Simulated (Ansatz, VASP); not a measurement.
**Two plane-wave programs on Al**

```
Al
1.0
     2.83397    0.00000    0.00000
    -1.41698    2.45429    0.00000
     0.00000    0.00000   13.99989
Al
6
Direct
  0.00000 0.00000 0.00000
  0.33333 0.66667 0.16743
  0.66667 0.33333 0.33257
  0.00000 0.00000 0.50000
  0.66667 0.33333 0.66743
  0.33333 0.66667 0.83257
```

Alike in both runs: task single point; functional PBEsol; k mesh 30 × 30 × 8; occupations gaussian, width 0.1 eV; no spin polarisation.

|  | VASP | Ansatz |
| --- | --- | --- |
| version | VASP 6.6.1 | Ansatz 0.2.0 |
| potentials or method | VASP PAW PBE potentials, release 64 (Al), cutoff 500 eV | scalar-relativistic, plane waves, PAW |
| valence electrons in the cell | 18 | 18 |

```tsv
	VASP	Ansatz	Ansatz less VASP
gap on the k mesh at the Fermi level (eV)	none	none	-
pressure (GPa)	0.1	0.0	-0.06
traceless stress, the component that is largest in VASP (GPa)	-0.10	-0.10	+0.001
rms of the force components (eV/Å)	0.004	0.004	-0.0001
```

VASP's potentials were made for PBE, not for PBEsol. Atom by atom the forces differ by 0.000 eV/Å (rms over components). A gap of «none» marks a metal or a gap that the smearing closes.
